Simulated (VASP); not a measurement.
# Li (R-3m) in VASP: notebook, part 2 of 2

VASP 6.6.1. Earlier steps stand in the parts before.

**5. Single point, PBE (equal xy, yz and zx shear strains of +1 %)**

Input file INCAR:

```
  ALGO = Normal
  EDIFF = 1E-7
  ENCUT = 520
  GGA = PE
  ISIF = 2
  ISMEAR = -1
  LASPH = T
  LCHARG = F
  LREAL = F
  LWAVE = F
  NBANDS = 8
  NELM = 100
  PREC = Accurate
  SIGMA = 0.08
```

Input file KPOINTS:

```
k-points
0
Gamma
  15 15 15
```

Input file POSCAR:

```
Li
1.0
   -1.7325000000      1.7500000000      1.7500000000
    1.7500000000     -1.7325000000      1.7500000000
    1.7500000000      1.7500000000     -1.7325000000
Li
1
Direct
    0.0000000000      0.0000000000      0.0000000000
```

Potentials or basis: VASP PAW PBE potentials, release 64 (Li_sv).

Launch:

```bash
$ cat potpaw_PBE.64/Li_sv/POTCAR > POTCAR
$ mpirun -np 1 vasp_std > vasp.out
```

OUTCAR:

```text
EDIFF = 1E-7
   ENCUT = 520
   GGA = PE
   ISIF = 2
   ISMEAR = -1
   LASPH = T
   LREAL = F
   NELM = 100
   PREC = Accurate

 ion  position               nearest neighbor table
   1  0.000  0.000  0.000-

  LATTYP: Found a trigonal (rhomboedric) cell.
 ALAT       =     3.0210190747
 COS(alpha) =    -0.3288480252

  Lattice vectors:

 A1 = (  -1.7325000000,   1.7500000000,   1.7500000000)
 A2 = (   1.7500000000,  -1.7325000000,   1.7500000000)
 A3 = (   1.7500000000,   1.7500000000,  -1.7325000000)

Analysis of symmetry for initial positions (statically):
=====================================================================
 Subroutine PRICEL returns:
 Original cell was already a primitive cell.

 Routine SETGRP: Setting up the symmetry group for a
 trigonal (rhombohedral) supercell.

 Subroutine GETGRP returns: Found 12 space group operations
 (whereof 12 operations were pure point group operations)
 out of a pool of 12 trial point group operations.

The static configuration has the point symmetry D_3d.

Analysis of symmetry for dynamics (positions and initial velocities):
=====================================================================
 Subroutine PRICEL returns:
 Original cell was already a primitive cell.

 Routine SETGRP: Setting up the symmetry group for a
 trigonal (rhombohedral) supercell.

 Subroutine GETGRP returns: Found 12 space group operations
 (whereof 12 operations were pure point group operations)
 out of a pool of 12 trial point group operations.

The dynamic configuration has the point symmetry D_3d.

 Subroutine INISYM returns: Found 12 space group operations
 (whereof 12 operations are pure point group operations),
 and found     1 'primitive' translations

----------------------------------------------------------------------------------------

                                     Primitive cell

  volume of cell :      21.4359

  direct lattice vectors                    reciprocal lattice vectors
    -1.732500000  1.750000000  1.750000000    -0.002843070  0.284306966  0.284306966
     1.750000000 -1.732500000  1.750000000     0.284306966 -0.002843070  0.284306966
     1.750000000  1.750000000 -1.732500000     0.284306966  0.284306966 -0.002843070

  length of vectors
     3.021019075  3.021019075  3.021019075     0.402080819  0.402080819  0.402080819

  position of ions in fractional coordinates (direct lattice)
     0.000000000  0.000000000  0.000000000

  ion indices of the primitive-cell ions
   primitive index   ion index
                 1           1

----------------------------------------------------------------------------------------

 KPOINTS: k-points

Automatic generation of k-mesh.
 Grid dimensions read from file:
 generate k-points for:   15   15   15

 Generating k-lattice:

  Cartesian coordinates                     Fractional coordinates (reciprocal lattice)
    -0.000189538  0.018953798  0.018953798     0.066666667  0.000000000  0.000000000
     0.018953798 -0.000189538  0.018953798     0.000000000  0.066666667  0.000000000
     0.018953798  0.018953798 -0.000189538     0.000000000  0.000000000  0.066666667

  Length of vectors
     0.026805388  0.026805388  0.026805388

  Shift w.r.t. Gamma in fractional coordinates (k-lattice)
     0.000000000  0.000000000  0.000000000

 Subroutine IBZKPT returns following result:
 ===========================================

 Found    344 irreducible k-points:

 Following reciprocal coordinates:
            Coordinates               Weight
  0.000000  0.000000  0.000000      1.000000
  0.066667  0.000000  0.000000      6.000000
  0.133333  0.000000  0.000000      6.000000
  0.200000  0.000000  0.000000      6.000000
  0.266667  0.000000  0.000000      6.000000
  0.333333  0.000000  0.000000      6.000000
[... 16 lines left out ...]
  0.133333  0.133333  0.000000      6.000000
  0.200000  0.133333  0.000000     12.000000
 [... further k-points ...]
   k-points           NKPTS =    344   k-points in BZ     NKDIM =    344   number of bands    NBANDS=      8
   number of dos      NEDOS =    301   number of ions     NIONS =      1
   total plane-waves  NPLWV =  13824
   dimension x,y,z NGX =    24 NGY =   24 NGZ =   24
   dimension x,y,z NGXF=    48 NGYF=   48 NGZF=   48
   ions per type =               1
   NGX,Y,Z   is equivalent  to a cutoff of  13.21, 13.21, 13.21 a.u.
   NGXF,Y,Z  is equivalent  to a cutoff of  26.41, 26.41, 26.41 a.u.
 SYSTEM =  unknown system
   PREC   = accura    normal or accurate (medium, high low for compatibility)
   ISTART =      0    job   : 0-new  1-cont  2-samecut
   ICHARG =      2    charge: 1-file 2-atom 10-const
   ISPIN  =      1    spin polarized calculation?
   LNONCOLLINEAR =      F non collinear calculations
   LSORBIT =      F    spin-orbit coupling
   LASPH  =      T    aspherical Exc in radial PAW
   ENCUT  =  520.0 eV  38.22 Ry    6.18 a.u.   5.62  5.62  5.62*2*pi/ulx,y,z
   NELM   =    100;   NELMIN=  2; NELMDL= -5     # of ELM steps
   EDIFF  = 0.1E-06   stopping-criterion for ELM
   LREAL  =      F    real-space projection
   EDIFFG = 0.1E-05   stopping-criterion for IOM
   NSW    =      0    number of steps for IOM
   IBRION =     -1    ionic relax: 0-MD 1-quasi-New 2-CG
   NFREE  =      0    steps in history (QN), initial steepest desc. (CG)
   ISIF   =      2    stress and relaxation
   ISYM   =      2    0-nonsym 1-usesym 2-fastsym
   POTIM  = 0.5000    time-step for ionic-motion
   TEBEG  =    0.0;   TEEND  =   0.0 temperature during run
   PSTRESS=    0.0 pullay stress
   NELECT =       3.0000    total number of electrons
   NUPDOWN=      -1.0000    fix difference up-down
   EMIN   =  10.00;   EMAX   =-10.00  energy-range for DOS
   EFERMI =   0.00;   METHOD = LEGACY
   ISMEAR =    -1;   SIGMA  =   0.08  broadening in eV -4-tet -1-fermi 0-gaus
   EFERMI_NEDOS =   21; number of points for ismear=-14 and -15
   IALGO  =     38    algorithm
   IMIX   =      4    mixing-type and parameters
     AMIX     =   0.40;   BMIX     =  1.00
     AMIX_MAG =   1.60;   BMIX_MAG =  1.00
  volume/ion in A,a.u.               =      21.44       144.66
  Fermi-wavevector in a.u.,A,eV,Ry     =   0.849966  1.606202  9.829414  0.722442
  Thomas-Fermi vector in A             =   1.965869
   LORBIT       =      0    0 simple, 1 ext, 2 COOP (PROOUT), +10 PAW based schemes
   GGA     = PE    functional components
   LHFCALC =     F    Hartree Fock is set to
   AEXX    =    0.0000 exact exchange contribution
   IVDW    =     0    specifies the selected vdW correction
   LEPSILON=     F    determine dielectric tensor
   LRPA    =     F    only Hartree local field effects (RPA)
 non-spin polarized calculation
  energy-cutoff  :      520.00
  volume of cell :       21.44
 maximum number of plane-waves:       589
   NGX = 11   NGY = 11   NGZ = 11

 number of electron       2.9999991 magnetization

 Free energy of the ion-electron system (eV)
  ---------------------------------------------------
  ext. energy  EPLUGINS =         0.00000000
  ---------------------------------------------------
  free energy    TOTEN  =        -1.90646809 eV

  energy without entropy =       -1.89543451  energy(sigma->0) =       -1.90095130

 E-fermi :   0.5002     XC(G=0):  -6.9095

 val. band max:        0.4948447942   @ k =  -0.1333  -0.4000   0.0667
 cond. band min:       0.5084948263   @ k =  -0.1333   0.4667   0.0667
 fundamental gap:      0.0136500321
 Fermi energy:         0.5002040477

 k-point     1 :       0.0000    0.0000    0.0000
  band No.  band energies     occupation
      1     -46.1539      2.00000
      2      -3.0134      2.00000
      3      14.3423      0.00000
      4      14.5779      0.00000
      5      14.5779      0.00000
      6      19.0838      0.00000
      7      19.0838      0.00000
      8      19.2109      0.00000
[... 243 lines left out ...]
 k-point    24 :       0.2000    0.1333    0.0000
  band No.  band energies     occupation
      1     -46.1446      2.00000
      2      -1.4713      2.00000
      3       8.3018      0.00000
      4       9.9408      0.00000
      5      11.9470      0.00000
      6      16.7192      0.00000
      7      17.1349      0.00000
      8      20.0146      0.00000

 [... further k-points ...]

------------------------ aborting loop because EDIFF is reached ----------------------------------------

  FORCE on cell =-STRESS in cart. coord.  units (eV):
  Direction    XX          YY          ZZ          XY          YZ          ZX
  --------------------------------------------------------------------------------------
  -------------------------------------------------------------------------------------
  Total       -0.1026188     -0.1026188     -0.1026188     -0.0124215     -0.0124215     -0.0124215
  in kB       -7.6700121     -7.6700121     -7.6700121     -0.9284170     -0.9284170     -0.9284170
  external PRESSURE =      -7.6700121 kB  Pullay stress =       0.0000000 kB

 VOLUME and BASIS-vectors are now :
 -----------------------------------------------------------------------------
  energy-cutoff  :      520.00
  volume of cell :       21.44
      direct lattice vectors                 reciprocal lattice vectors
    -1.732500000  1.750000000  1.750000000    -0.002843070  0.284306966  0.284306966
     1.750000000 -1.732500000  1.750000000     0.284306966 -0.002843070  0.284306966
     1.750000000  1.750000000 -1.732500000     0.284306966  0.284306966 -0.002843070

 POSITION                                       TOTAL-FORCE (eV/Angst)
 -----------------------------------------------------------------------------------
      0.00000      0.00000      0.00000         0.000000      0.000000     -0.000000
 -----------------------------------------------------------------------------------
    total drift:                               -0.000000      0.000000     -0.000000

  FREE ENERGIE OF THE ION-ELECTRON SYSTEM (eV)
  ---------------------------------------------------
  free  energy   TOTEN  =        -1.9064680863 eV

  energy  without entropy=       -1.8954345112  energy(sigma->0) =       -1.90095130
```

OSZICAR:

```text
N       E                     dE             d eps       ncg     rms          rms(c)
DAV:   1    -0.842002322812E-01   -0.84200E-01   -0.71626E+02  5520   0.260E+02
DAV:   2    -0.188002286135E+01   -0.17958E+01   -0.17508E+01  7960   0.347E+01
DAV:   3    -0.190773092980E+01   -0.27708E-01   -0.27630E-01  6272   0.330E+00
DAV:   4    -0.190821345872E+01   -0.48253E-03   -0.48247E-03  8168   0.343E-01
DAV:   5    -0.190821470400E+01   -0.12453E-05   -0.12453E-05  6528   0.156E-02    0.248E-01
DAV:   6    -0.190704630673E+01    0.11684E-02   -0.28001E-04  8832   0.696E-02    0.140E-01
DAV:   7    -0.190647051528E+01    0.57579E-03   -0.64830E-04  8768   0.101E-01    0.268E-02
DAV:   8    -0.190646793923E+01    0.25761E-05   -0.68319E-06  6248   0.185E-02    0.137E-03
DAV:   9    -0.190646817752E+01   -0.23829E-06   -0.33095E-07  8784   0.514E-03    0.354E-04
DAV:  10    -0.190646808626E+01    0.91260E-07   -0.17763E-08  3672   0.102E-03
   1 F= -.19064681E+01 E0= -.19009513E+01  d E =-.110336E-01
```

stdout:

```text
POSCAR found type information on POSCAR Li
 POSCAR found :  1 types and       1 ions
 scaLAPACK will be used
 LDA part: xc-table for (Slater+PW92), standard interpolation
 POSCAR, INCAR and KPOINTS ok, starting setup
 FFT: planning ... GRIDC
 FFT: planning ... GRID_SOFT
 FFT: planning ... GRID
 WAVECAR not read
 entering main loop
```

It took 62 s on 1 thread of Intel Xeon 8259CL, shared host; peak memory 0.16 GiB.

Results:

- Free energy: -1.9065 eV
- Band gap on the k mesh: zero (an odd number of electrons rules out a gap without spin polarisation)

Caveat: the cell differs from its parent crystal (equal xy, yz and zx shear strains of +1 %); the cutoff is under 1.25 times the usual one of these potentials, so pressure, stress and relaxed cells hold a basis-set (Pulay) error.

**6. Single point, PBE (equal xy, yz and zx shear strains of +3 %)**

Input file INCAR:

```
SYSTEM = Li
PREC = Accurate
ENCUT = 520
EDIFF = 1E-7
ISMEAR = -1
SIGMA = 0.08
LREAL = .False.
LASPH = .True.
NELM = 100
ALGO = Normal
ISIF = 2
LWAVE = .False.
LCHARG = .False.
GGA = PE
NBANDS = 8
```

Input file KPOINTS:

```
regular mesh
0
Gamma
  15 15 15
  0 0 0
```

Input file POSCAR:

```
Li
1.0
   -1.6975000000      1.7500000000      1.7500000000
    1.7500000000     -1.6975000000      1.7500000000
    1.7500000000      1.7500000000     -1.6975000000
Li
1
Direct
    0.0000000000      0.0000000000      0.0000000000
```

Potentials or basis: VASP PAW PBE potentials, release 64 (Li_sv).

Launch:

```bash
$ cat potpaw_PBE.64/Li_sv/POTCAR > POTCAR
$ mpirun -np 1 vasp_std > vasp.out
```

Wall time 50 s (1 thread of Intel Xeon 8259CL, shared host); peak memory 0.16 GiB.

The run converged. Its results:

| Item | Value |
| --- | --- |
| Free energy | -1.9051 eV |
| Band gap on the k mesh | zero (an odd number of electrons rules out a gap without spin polarisation) |

Levels at points of the mesh, in eV from the Fermi level:
```
           k point  band 1  band 2  band 3  band 4
(0.00, 0.00, 0.00)  -46.65   -3.51   13.55   14.19
```

Caveat: the cell differs from its parent crystal (equal xy, yz and zx shear strains of +3 %); the cutoff is under 1.25 times the usual one of these potentials, so pressure, stress and relaxed cells hold a basis-set (Pulay) error.

**7. Summary**

```csv
cell,gap on the mesh (eV)
"a = 3.041 Å, angles 109.7°, 1 atom",none
"a = 3.011 Å, angles 108.9°, 1 atom",none
"a = 3.051 Å, angles 110.0°, 1 atom",none
"a = 3.021 Å, angles 109.2°, 1 atom",none
"a = 3.001 Å, angles 108.6°, 1 atom",none
```

Alike in all rows: task single point; level PBE; potentials or basis VASP PAW PBE potentials, release 64 (Li_sv); no spin polarisation; k mesh 15 × 15 × 15; cutoff (eV) 520; smearing fermi-dirac 0.08 eV.

Caveats: the cutoff is under 1.25 times the usual one of these potentials, so pressure, stress and relaxed cells hold a basis-set (Pulay) error.

Absolute energies hang on the potentials; compare differences alone.
